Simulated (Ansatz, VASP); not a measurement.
Nb16N in VASP and in Ansatz

```
Nb N
1.0
     6.61715    0.00000    0.00000
     0.00000    6.61715    0.00000
     0.00000    0.00000    6.61715
Nb N
16 1
Direct
  0.00747 0.99254 0.99978
  0.25004 0.24982 0.24845
  0.99498 0.00501 0.49979
  0.25009 0.24986 0.75118
  0.00738 0.50733 0.99985
  0.25002 0.74983 0.25335
  0.99486 0.49456 0.49986
  0.25012 0.74986 0.74626
  0.49269 0.99254 0.99979
  0.75003 0.24974 0.20625
  0.50526 0.00503 0.49979
  0.75008 0.25006 0.79341
  0.49264 0.50733 0.99983
  0.75001 0.74976 0.24852
  0.50515 0.49461 0.49985
  0.75011 0.74997 0.75108
  0.75010 0.24968 0.49983
```

Alike in both runs: functional PBE; k mesh 3 × 3 × 3; occupations methfessel-paxton of order 1, width 0.1 eV; no spin polarisation.

Ansatz relaxed the structure, and its values are those at the end. VASP's run is a single point on that final structure, the one shown.

|  | VASP | Ansatz |
| --- | --- | --- |
| version | VASP 6.6.1 | Ansatz 0.2.0 |
| potentials or method | VASP PAW PBE potentials, release 64 (Nb_sv, N), cutoff 520 eV | plane-wave PAW DFT |
| valence electrons in the cell | 213 | 213 |

VASP gave:

| Property | Result |
| --- | --- |
| rms of the force components (eV/Å) | 0.009 |

Estimate Ansatz's values.

rms of the force components (eV/Å): 0.008.
